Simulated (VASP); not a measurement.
# Zr3TiB4 (P1) in VASP: relaxation of cell and atoms with PBE

Aim: the relaxation of cell and atoms of Zr3TiB4 with PBE.

Program: VASP 6.6.1. These are calculated values, not measurements. Logs are shortened: lines on timing, memory, paths and dates and some standing lists are left out, and cuts for length are marked.

### Step 1. The cell of the first run

The typed cell holds 8 atoms: a = 3.148 Å, b = 4.916 Å, c = 6.467 Å, α = 89.53°, β = 92.10°, γ = 90.52°.

### Step 2. Relaxation of cell and atoms, PBE

File INCAR:

```
PREC     = Accurate       # precision mode
ENCUT    = 600            # plane-wave cutoff, eV
EDIFF    = 1E-6           # SCF threshold, eV
ISMEAR   = 0              # smearing method
SIGMA    = 0.2            # smearing width, eV
LREAL    = False          # projectors in reciprocal space
LASPH    = True           # aspherical terms in the spheres
NELM     = 80             # most SCF steps
ALGO     = Normal         # electronic algorithm
ISIF     = 3              # what is computed and relaxed
LWAVE    = False          # write WAVECAR
LCHARG   = False          # write CHGCAR
GGA      = PE             # functional
IBRION   = 2              # ionic algorithm
NSW      = 80             # ionic steps
EDIFFG   = -0.025         # ionic threshold
```

File KPOINTS:

```
Automatic mesh
0
Gamma
  6 4 4
```

File POSCAR:

```
Zr3TiB4
1.0
    0.0139767768     -3.1474165198      0.0583603220
   -4.9151585097      0.0217288080     -0.0722095700
    0.0423625731      0.1176864023     -6.4661399838
Zr Ti B
3 1 4
Direct
    0.5173344800      0.1190763299      0.8183793624
    0.5175045510      0.3652476657      0.3262309411
   -0.0076960994      0.6392135100      0.6707301499
    0.9882153213      0.8550060721      0.1864574386
   -0.0014308403      0.4242460630      0.0249834907
    0.4768878020      0.6070619942      0.9777898506
    0.5155462779      0.8983150571      0.4713187876
    0.9936385075      0.0918333082      0.5241099791
```

Potentials or basis: VASP PAW PBE potentials, release 64 (Zr_sv, Ti_sv, B).

Launch:

```
cat potpaw_PBE.64/Zr_sv/POTCAR potpaw_PBE.64/Ti_sv/POTCAR potpaw_PBE.64/B/POTCAR > POTCAR
mpirun -np 1 vasp_std > vasp.out
```

OUTCAR:

```text
PREC = Accurate
   ENCUT = 600
   EDIFF = 1E-6
   ISMEAR = 0
   LREAL = False
   LASPH = True
   NELM = 80
   ISIF = 3
   GGA = PE
   IBRION = 2
   NSW = 80
   EDIFFG = -0.025

 ion  position               nearest neighbor table
   1  0.517  0.119  0.818-   8 2.47   8 2.48   5 2.48   7 2.50   6 2.62   5 2.63   6 2.72   3 2.99
                             3 3.01   4 3.05   3 3.11   3 3.18   4 3.21   2 3.40   2 3.51
   2  0.518  0.365  0.326-   8 2.36   7 2.47   8 2.50   5 2.51   5 2.52   6 2.54   7 2.79   3 2.96
                             4 2.97   4 3.05   4 3.08   4 3.12   3 3.14   1 3.40   1 3.51
   3  0.992  0.639  0.671-   7 2.32   8 2.41   6 2.46   7 2.47   5 2.51   6 2.61   8 2.86   2 2.96
                             1 2.99   1 3.01   1 3.11   2 3.14   1 3.18   4 3.30
   4  0.988  0.855  0.186-   5 2.37   6 2.39   7 2.42   6 2.43   7 2.44   8 2.48   2 2.97   1 3.05
                             2 3.05   2 3.08   2 3.12   1 3.21   3 3.30
   5  0.999  0.424  0.025-   6 1.78   6 1.89   4 2.37   1 2.48   2 2.51   3 2.51   2 2.52   1 2.63

   6  0.477  0.607  0.978-   5 1.78   5 1.89   4 2.39   4 2.43   3 2.46   2 2.54   3 2.61   1 2.62
                             1 2.72
   7  0.516  0.898  0.471-   8 1.80   8 1.95   3 2.32   4 2.42   4 2.44   3 2.47   2 2.47   1 2.50
                             2 2.79
   8  0.994  0.092  0.524-   7 1.80   7 1.95   2 2.36   3 2.41   1 2.47   1 2.48   4 2.48   2 2.50
                             3 2.86

  LATTYP: Found a triclinic cell.
 ALAT       =     3.1479885684
 B/A-ratio  =     2.8140942140
 C/A-ratio  =     1.5615485319
 COS(alpha) =     0.0004902288
 COS(beta)  =     0.0091311628
 COS(gamma) =     0.6839152495

  Lattice vectors:

 A1 = (   0.0139767768,  -3.1474165198,   0.0583603220)
 A2 = (   0.0703161267,  -6.1771466373,  -6.3494193398)
 A3 = (   4.9151585097,  -0.0217288080,   0.0722095700)

Analysis of symmetry for initial positions (statically):
=====================================================================
 Subroutine PRICEL returns:
 Original cell was already a primitive cell.

 Routine SETGRP: Setting up the symmetry group for a
 triclinic supercell.

 Subroutine GETGRP returns: Found  1 space group operations
 (whereof  1 operations were pure point group operations)
 out of a pool of  2 trial point group operations.

The static configuration has the point symmetry C_1 .

Analysis of symmetry for dynamics (positions and initial velocities):
=====================================================================
 Subroutine PRICEL returns:
 Original cell was already a primitive cell.

 Routine SETGRP: Setting up the symmetry group for a
 triclinic supercell.

 Subroutine GETGRP returns: Found  1 space group operations
 (whereof  1 operations were pure point group operations)
 out of a pool of  2 trial point group operations.

The dynamic configuration has the point symmetry C_1 .

 Subroutine INISYM returns: Found  1 space group operations
 (whereof  1 operations are pure point group operations),
 and found     1 'primitive' translations

----------------------------------------------------------------------------------------

                                     Primitive cell

  volume of cell :     100.0055

  direct lattice vectors                    reciprocal lattice vectors
     0.013976777 -3.147416520  0.058360322    -0.001319962 -0.317834181 -0.005793360
    -4.915158510  0.021728808 -0.072209570    -0.203436514 -0.000928430 -0.001349701
     0.042362573  0.117686402 -6.466139984     0.002259931 -0.002858253 -0.154688987

  length of vectors
     3.147988568  4.915736927  6.467349609     0.317889716  0.203443110  0.154731895

  position of ions in fractional coordinates (direct lattice)
     0.517334480  0.119076330  0.818379362
     0.517504551  0.365247666  0.326230941
     0.992303901  0.639213510  0.670730150
     0.988215321  0.855006072  0.186457439
     0.998569160  0.424246063  0.024983491
     0.476887802  0.607061994  0.977789851
     0.515546278  0.898315057  0.471318788
     0.993638508  0.091833308  0.524109979

  ion indices of the primitive-cell ions
   primitive index   ion index
                 1           1
                 2           2
                 3           3
                 4           4
                 5           5
                 6           6
                 7           7
                 8           8

----------------------------------------------------------------------------------------

 KPOINTS: Automatic mesh

Automatic generation of k-mesh.
 Grid dimensions read from file:
 generate k-points for:    6    4    4

 Generating k-lattice:

  Cartesian coordinates                     Fractional coordinates (reciprocal lattice)
    -0.000219994 -0.052972363 -0.000965560     0.166666667  0.000000000  0.000000000
    -0.050859128 -0.000232107 -0.000337425    -0.000000000  0.250000000  0.000000000
     0.000564983 -0.000714563 -0.038672247     0.000000000  0.000000000  0.250000000

  Length of vectors
     0.052981619  0.050860777  0.038682974

  Shift w.r.t. Gamma in fractional coordinates (k-lattice)
     0.000000000  0.000000000  0.000000000

 Subroutine IBZKPT returns following result:
 ===========================================

 Found     52 irreducible k-points:

 Following reciprocal coordinates:
            Coordinates               Weight
  0.000000  0.000000  0.000000      1.000000
  0.166667 -0.000000  0.000000      2.000000
  0.333333  0.000000  0.000000      2.000000
  0.500000  0.000000  0.000000      1.000000
 -0.000000  0.250000  0.000000      2.000000
  0.166667  0.250000  0.000000      2.000000
[... 16 lines left out ...]
  0.333333  0.250000  0.250000      2.000000
  0.500000  0.250000  0.250000      2.000000
 [... further k-points ...]
   k-points           NKPTS =     52   k-points in BZ     NKDIM =     52   number of bands    NBANDS=     36
   number of dos      NEDOS =    301   number of ions     NIONS =      8
   total plane-waves  NPLWV =  60480
   dimension x,y,z NGX =    28 NGY =   40 NGZ =   54
   dimension x,y,z NGXF=    56 NGYF=   80 NGZF=  108
   ions per type =               3   1   4
   NGX,Y,Z   is equivalent  to a cutoff of  14.79, 13.53, 13.88 a.u.
   NGXF,Y,Z  is equivalent  to a cutoff of  29.57, 27.06, 27.76 a.u.
 SYSTEM =  unknown system
   PREC   = accura    normal or accurate (medium, high low for compatibility)
   ISTART =      0    job   : 0-new  1-cont  2-samecut
   ICHARG =      2    charge: 1-file 2-atom 10-const
   ISPIN  =      1    spin polarized calculation?
   LNONCOLLINEAR =      F non collinear calculations
   LSORBIT =      F    spin-orbit coupling
   LASPH  =      T    aspherical Exc in radial PAW
   ENCUT  =  600.0 eV  44.10 Ry    6.64 a.u.   6.29  9.82 12.92*2*pi/ulx,y,z
   NELM   =     80;   NELMIN=  2; NELMDL= -5     # of ELM steps
   EDIFF  = 0.1E-05   stopping-criterion for ELM
   LREAL  =      F    real-space projection
   EDIFFG = -.3E-01   stopping-criterion for IOM
   NSW    =     80    number of steps for IOM
   IBRION =      2    ionic relax: 0-MD 1-quasi-New 2-CG
   NFREE  =      1    steps in history (QN), initial steepest desc. (CG)
   ISIF   =      3    stress and relaxation
   ISYM   =      2    0-nonsym 1-usesym 2-fastsym
   POTIM  = 0.5000    time-step for ionic-motion
   TEBEG  =    0.0;   TEEND  =   0.0 temperature during run
   PSTRESS=    0.0 pullay stress
   NELECT =      60.0000    total number of electrons
   NUPDOWN=      -1.0000    fix difference up-down
   EMIN   =  10.00;   EMAX   =-10.00  energy-range for DOS
   EFERMI =   0.00;   METHOD = LEGACY
   ISMEAR =     0;   SIGMA  =   0.20  broadening in eV -4-tet -1-fermi 0-gaus
   EFERMI_NEDOS =   21; number of points for ismear=-14 and -15
   IALGO  =     38    algorithm
   IMIX   =      4    mixing-type and parameters
     AMIX     =   0.40;   BMIX     =  1.00
     AMIX_MAG =   1.60;   BMIX_MAG =  1.00
  volume/ion in A,a.u.               =      12.50        84.36
  Fermi-wavevector in a.u.,A,eV,Ry     =   1.380757  2.609253 25.939376  1.906490
  Thomas-Fermi vector in A             =   2.505605
   LORBIT       =      0    0 simple, 1 ext, 2 COOP (PROOUT), +10 PAW based schemes
   GGA     = PE    functional components
   LHFCALC =     F    Hartree Fock is set to
   AEXX    =    0.0000 exact exchange contribution
   IVDW    =     0    specifies the selected vdW correction
   LEPSILON=     F    determine dielectric tensor
   LRPA    =     F    only Hartree local field effects (RPA)
 conjugate gradient relaxation of ions
 non-spin polarized calculation
 Gauss-broadening in eV      SIGMA  =   0.20
  energy-cutoff  :      600.00
  volume of cell :      100.01
 maximum number of plane-waves:      3355
 NGX is ok and might be reduce to    28
   NGX = 13   NGY = 19   NGZ = 25

--------------------------------------- Ionic step        1  -------------------------------------------

 number of electron      60.0000001 magnetization

 Free energy of the ion-electron system (eV)
  ---------------------------------------------------
  ext. energy  EPLUGINS =         0.00000000
  ---------------------------------------------------
  free energy    TOTEN  =       -65.32423192 eV

  energy without entropy =      -65.21743230  energy(sigma->0) =      -65.27083211

------------------------ aborting loop because EDIFF is reached ----------------------------------------

  FORCE on cell =-STRESS in cart. coord.  units (eV):
  Direction    XX          YY          ZZ          XY          YZ          ZX
  --------------------------------------------------------------------------------------
  -------------------------------------------------------------------------------------
  Total        4.1340690      6.9984997      3.2376636      0.3880919      3.8027444     -3.0738196
  in kB       66.2314819    112.1222241     51.8702663      6.2175789     60.9233663    -49.2453382
  external PRESSURE =      76.7413241 kB  Pullay stress =       0.0000000 kB
[... 107 lines left out ...]
  FREE ENERGIE OF THE ION-ELECTRON SYSTEM (eV)
  ---------------------------------------------------
  free  energy   TOTEN  =       -65.7461958343 eV

  energy  without entropy=      -65.6395018738  energy(sigma->0) =      -65.69284885

[... ionic steps 4 to 9 ...]

--------------------------------------- Ionic step       10  -------------------------------------------

 number of electron      60.0000002 magnetization

------------------------ aborting loop because EDIFF is reached ----------------------------------------

  FORCE on cell =-STRESS in cart. coord.  units (eV):
  Direction    XX          YY          ZZ          XY          YZ          ZX
  --------------------------------------------------------------------------------------
  -------------------------------------------------------------------------------------
  Total        0.0574996      0.0696549      0.0755697      0.0105647     -0.0286410     -0.0091752
  in kB        0.8931955      1.0820149      1.1738938      0.1641108     -0.4449068     -0.1425275
  external PRESSURE =       1.0497014 kB  Pullay stress =       0.0000000 kB
[... 69 lines left out ...]
  energy  without entropy=      -65.7351881517  energy(sigma->0) =      -65.78911569

--------------------------------------- Ionic step       12  -------------------------------------------

 number of electron      60.0000002 magnetization

 Free energy of the ion-electron system (eV)
  ---------------------------------------------------
  ext. energy  EPLUGINS =         0.00000000
  ---------------------------------------------------
  free energy    TOTEN  =       -65.84314354 eV

  energy without entropy =      -65.73534132  energy(sigma->0) =      -65.78924243

 E-fermi :   8.9554     XC(G=0): -11.9579

 val. band max:        8.9326431192   @ k =   0.3333   0.2500   0.2500
 cond. band min:       8.9564865084   @ k =   0.1667  -0.0000   0.0000
 fundamental gap:      0.0238433892
 Fermi energy:         8.9554355466

 k-point     1 :       0.0000    0.0000    0.0000
  band No.  band energies     occupation
      1     -47.5644      2.00000
      2     -39.0892      2.00000
      3     -38.9435      2.00000
      4     -38.8702      2.00000
      5     -23.8569      2.00000
      6     -23.8344      2.00000
[... 925 lines left out ...]
     35      11.6989      0.00000
     36      12.1706      0.00000

 [... further k-points ...]
[... 5 lines left out ...]
  --------------------------------------------------------------------------------------
  -------------------------------------------------------------------------------------
  Total       -0.0653941     -0.0375669     -0.0229995     -0.0305613      0.0071895      0.0193805
  in kB       -1.0148408     -0.5829948     -0.3569257     -0.4742751      0.1115728      0.3007635
  external PRESSURE =      -0.6515871 kB  Pullay stress =       0.0000000 kB
[... 23 lines left out ...]
  FREE ENERGIE OF THE ION-ELECTRON SYSTEM (eV)
  ---------------------------------------------------
  free  energy   TOTEN  =       -65.8431435382 eV

  energy  without entropy=      -65.7353413244  energy(sigma->0) =      -65.78924243

 reached required accuracy - stopping structural energy minimisation
```

Wall time 16 min (1 thread of Intel Xeon 6975P-C (Granite Rapids), shared host); peak memory 0.38 GiB.

What came out:

* Free energy: -65.8431 eV
* Relaxed volume: 12.91 Å³/atom
* Relaxed cell: a = 3.200 Å, b = 4.965 Å, c = 6.499 Å, α = 91.13°, β = 90.01°, γ = 89.98°
* Space group after relaxing (to 0.1 Å): Pm (No. 6)
* Energy gained by relaxing: 64.9 meV/atom
* Ionic steps: 12
* Pressure after relaxing: -0.1 GPa
* Largest force after relaxing: 0.012 eV/Å
* Band gap on the k mesh: zero (bands 30 and 31 overlap by 1.50 eV)

Forces on the atoms (eV/Å):
```
Zr  -0.008 -0.002  0.001
Zr   0.010  0.003  0.005
Zr  -0.007 -0.003 -0.002
Ti   0.002  0.004 -0.004
B   -0.005 -0.002 -0.001
B   -0.003 -0.004 -0.007
B    0.004  0.006  0.003
B    0.007 -0.002  0.004
```

Step by step:
| step | energy change (eV) | largest force (eV/Å) | pressure (GPa) | volume (Å³) |
| --- | --- | --- | --- | --- |
| 1 | 0.0000 | 1.7623 | 7.67 | 100.01 |
| 2 | -0.3147 | 0.3298 | -8.92 | 108.82 |
| 3 | -0.4220 | 0.6190 | -4.05 | 105.69 |
| 4 | -0.4980 | 0.2378 | 1.55 | 102.38 |
| 5 | -0.5020 | 0.2548 | 0.48 | 102.97 |
| 6 | -0.5147 | 0.1510 | 0.14 | 103.15 |
| 7 | -0.5159 | 0.1335 | 0.00 | 103.22 |
| 8 | -0.5184 | 0.0475 | -0.09 | 103.26 |
| 9 | -0.5185 | 0.0483 | -0.11 | 103.27 |
| 10 | -0.5188 | 0.0320 | 0.10 | 103.14 |
| 11 | -0.5188 | 0.0298 | 0.13 | 103.12 |
| 12 | -0.5189 | 0.0119 | -0.07 | 103.24 |

Final structure:
```cif
data_structure
_symmetry_space_group_name_H-M 'P 1'
_symmetry_Int_Tables_number 1
_cell_length_a 3.2001
_cell_length_b 4.9650
_cell_length_c 6.4991
_cell_angle_alpha 91.127
_cell_angle_beta 90.005
_cell_angle_gamma 89.984
_cell_volume 103.24
loop_
_atom_site_label
_atom_site_type_symbol
_atom_site_fract_x
_atom_site_fract_y
_atom_site_fract_z
_atom_site_occupancy
Zr1 Zr 0.49995 0.12331 0.82939 1
Zr2 Zr 0.50006 0.36863 0.31845 1
Zr3 Zr 0.99993 0.62448 0.67512 1
Ti1 Ti 0.00011 0.86480 0.18380 1
B1 B 0.99989 0.43023 0.02831 1
B2 B 0.49983 0.60171 0.97764 1
B3 B 0.50018 0.90549 0.46502 1
B4 B 0.00005 0.08135 0.52226 1
```
